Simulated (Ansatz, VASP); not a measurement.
Si3C in VASP and in Ansatz

```
Si C
1.0
     2.79968    0.00000    0.00000
    -1.39984    2.42459    0.00000
     0.00000    0.00000    7.64517
Si C
3 1
Direct
  0.33333 0.66667 0.84180
  0.33333 0.66667 0.15820
  0.66667 0.33333 0.50000
  0.66667 0.33333 0.00000
```

Alike in both runs: task single point; functional PBE; k mesh 6 × 6 × 2; occupations gaussian, width 0.1 eV; collinear spin.

|  | VASP | Ansatz |
| --- | --- | --- |
| version | VASP 6.6.1 | Ansatz 0.2.0 |
| potentials or method | VASP PAW PBE potentials, release 64 (Si, C), cutoff 600 eV | scalar-relativistic, plane waves, PAW |
| valence electrons in the cell | 16 | 16 |

```csv
,VASP,Ansatz,Ansatz less VASP
gap on the k mesh at the Fermi level (eV),none,none,-
pressure (GPa),-0.1,0.0,+0.04
"traceless stress, the component that is largest in VASP (GPa)",-0.24,-0.05,+0.194
rms of the force components (eV/Å),0.011,0.001,-0.0104
net moment per atom (μB),0.00,0.00,0.000
```

Atom by atom the forces differ by 0.013 eV/Å (rms over components). A gap of «none» marks a metal or a gap that the smearing closes. Ansatz's warnings: seeded moment not kept.

The k mesh is coarse, so the values compare programs but aren't converged.
